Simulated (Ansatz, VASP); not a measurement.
## One calculation of Al2P3, two programs

```
Al P
1.0
     5.08614    0.00000    0.00000
    -2.54307    4.40473    0.00000
     0.00000    0.00000    5.13269
Al P
2 3
Direct
  0.00000 0.00000 0.50000
  0.00000 0.00000 0.00000
  0.50000 0.00000 0.00000
  0.00000 0.50000 0.00000
  0.50000 0.50000 0.00000
```

Alike in both runs: functional PBE; k mesh 12 × 12 × 8; occupations gaussian, width 0.1 eV; no spin polarisation.

Ansatz relaxed the structure, and its values are those at the end. VASP's run is a single point on that final structure, the one shown.

|  | VASP | Ansatz |
| --- | --- | --- |
| version | VASP 6.6.1 | Ansatz 0.2.0 |
| potentials or method | VASP PAW PBE potentials, release 64 (Al, P), cutoff 520 eV | scalar-relativistic, plane waves, PAW |
| valence electrons in the cell | 21 | 21 |

|  | VASP | Ansatz | Ansatz less VASP |
| --- | --- | --- | --- |
| gap on the k mesh at the Fermi level (eV) | none | none | - |
| pressure (GPa) | -0.1 | 0.0 | +0.07 |

A gap of «none» marks a metal or a gap that the smearing closes. The functional is the same, so the differences come from potentials, cutoffs and numerics.
